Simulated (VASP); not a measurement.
A run of VASP 6.6.1:

File INCAR:

```
SYSTEM = Ga
ALGO = Normal ; EDIFF = 1E-8
ENCUT = 520 ; ISIF = 2
ISMEAR = -1 ; ISYM = 0
LASPH = .TRUE. ; LCHARG = .FALSE.
LEFG = .TRUE. ; LREAL = .FALSE.
LWAVE = .FALSE. ; NBANDS = 12
NELM = 100 ; PREC = Accurate
SIGMA = 0.05
```

Contents of KPOINTS:

```
k-points
0
G
  14 14 16
  0 0 0
```

Contents of POSCAR:

```
Ga
1.0
   -1.3753388966      1.3753388966      2.1834974363
    1.3753388966     -1.3753388966      2.1834974363
    1.3753388966      1.3753388966     -2.1834974363
Ga
1
Direct
    0.0000000000      0.0000000000      0.0000000000
```

Potentials or basis: VASP PAW LDA potentials, release 64 (Ga_d).

Command:

```bash
$ cat potpaw_LDA.64/Ga_d/POTCAR > POTCAR
$ mpirun -np 1 vasp_std > vasp.out
```

Hardware: 1 thread of Intel(R) Xeon(R) Platinum 8488C (Sapphire Rapids), on a shared host.

**Question.** Estimate the wall time of this run.

**Answer.** It took 2.3 min on 1 thread of Intel(R) Xeon(R) Platinum 8488C (Sapphire Rapids), on a shared host, peak memory 0.39 GiB. Counts: scf iterations 11, k points 1572.
